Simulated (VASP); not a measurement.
Write the native input for VASP 6.6.1 that does the following.

```
Task                   : single point
Functional             : LDA
Potentials or basis    : VASP PAW LDA potentials, release 64 (Li_sv, Mg)
Cutoff                 : 520 eV
k mesh                 : 5 × 7 × 5
Occupations            : fermi-dirac, width 0.05 eV
Spin                   : no spin polarisation
Dipole correction      : no
Further INCAR settings : ALGO = Normal; EDIFF = 1e-06; NBANDS = 13
```

The structure of LiMg lies in POSCAR:

```
LiMg
1.0
    5.1017604599      0.0000000000      0.0000000000
    0.0000000000      3.4688456847      0.0000000000
    0.0000000000      0.0000000000      5.1239116398
Li Mg
2 2
Direct
    0.7500000000      0.0000000000      0.2571200000
    0.2500000000      0.0000000000      0.7428800000
    0.2500000000      0.5000000000      0.2438700000
    0.7500000000      0.5000000000      0.7561300000
```

One way to write it, as run:

INCAR

```
SYSTEM = LiMg
  PREC = Accurate
  ENCUT = 520
  EDIFF = 1E-6
  ISMEAR = -1
  SIGMA = 0.05
  LREAL = .FALSE.
  LASPH = .TRUE.
  NELM = 80
  ALGO = Normal
  ISIF = 2
  LWAVE = .FALSE.
  LCHARG = .FALSE.
  GGA = CA
  NBANDS = 13
```

KPOINTS

```
Automatic mesh
0
G
  5 7 5
  0 0 0
```

Potentials or basis: VASP PAW LDA potentials, release 64 (Li_sv, Mg).

Launch:

```sh
$ cat potpaw_LDA.64/Li_sv/POTCAR potpaw_LDA.64/Mg/POTCAR > POTCAR
$ mpirun -np 1 vasp_std > vasp.out
```

It gave:

The largest force is 0.014 eV/Å and the band gap on the k mesh is zero (bands 5 and 6 overlap by 2.80 eV).

Run time: 53 s on 1 thread of Intel Xeon 8259CL (shared host), peak memory 0.18 GiB.
